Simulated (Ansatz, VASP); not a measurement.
# Two plane-wave programs on Ta4Mo

```
Ta Mo
1.0
    -3.00903    3.00903    3.00903
     3.00903   -3.00903    3.00903
     3.00903    3.00903   -3.00903
Ta Mo
4 1
Direct
  0.00000 0.00000 0.50000
  0.00000 0.50000 0.00000
  0.50000 0.00000 0.00000
  0.50000 0.50000 0.50000
  0.00000 0.00000 0.00000
```

Change from the starting cell: species swapped into the MnGa4 type (Im-3m, No. 229).

Alike in both runs: functional PBE; k mesh 4 × 4 × 4; occupations gaussian, width 0.1 eV; no spin polarisation.

Ansatz relaxed the structure, and its values are those at the end. VASP's run is a single point on that final structure, the one shown.

|  | VASP | Ansatz |
| --- | --- | --- |
| version | VASP 6.6.1 | Ansatz 0.2.0 |
| potentials or method | VASP PAW PBE potentials, release 64 (Ta_pv, Mo_sv), cutoff 520 eV | scalar-relativistic, plane waves, PAW |
| valence electrons in the cell | 58 | 66 |

```tsv
	VASP	Ansatz	Ansatz less VASP
gap on the k mesh at the Fermi level (eV)	none	none	-
pressure (GPa)	0.2	0.1	-0.13
```

A gap of «none» marks a metal or a gap that the smearing closes. VASP's potentials hold 58 valence electrons a cell and Ansatz's 66, so a difference there can come from the potentials and not from the codes.

The k mesh is coarse, so the values compare programs but aren't converged. Neither program's run includes spin-orbit coupling.
